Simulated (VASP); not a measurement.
# InP: single point with PBE

Crystal: InP.

```
In P
1.0
     0.00000    2.77252    2.77252
     2.77252    0.00000    2.77252
     2.77252    2.77252    0.00000
In P
1 1
Cartesian
  0.0000 0.0000 0.0000
  2.7725 2.7725 2.7725
```

```yaml
Program: VASP 6.6.1
Task: single point
Functional: PBE
Potentials_or_basis: VASP PAW PBE potentials, release 64 (In_d, P)
Cutoff: 520 eV
k_mesh: 6 × 6 × 6
Occupations: gaussian, width 0.05 eV
Spin: no spin polarisation
Dipole_correction: no
Further_INCAR_settings: ALGO = Normal; EDIFF = 1e-06; NBANDS = 16
```

```json
{"Pressure": "-0.1 GPa", "Band gap on the k mesh": "zero (bands 9 and 10 overlap by 2.61 eV)"}
```

Levels at points of the mesh, in eV from the Fermi level:
```csv
k point,band 7,band 8,band 9,band 10,band 11,band 12
"(0.00, 0.00, 0.00)",-0.25,-0.25,-0.25,0.54,7.15,7.15
"(0.50, 0.00, 0.00)",-6.56,0.17,0.17,2.54,3.47,3.47
"(0.50, 0.50, 0.00)",-4.88,-2.44,-2.28,-2.28,3.90,9.88
```

It took 6.8 s on 1 thread of Intel(R) Xeon(R) 6975P-C (Granite Rapids), with other jobs on the host, peak memory 0.17 GiB.

Caveat: spin-orbit coupling is left out, which moves the levels of the heavy elements.
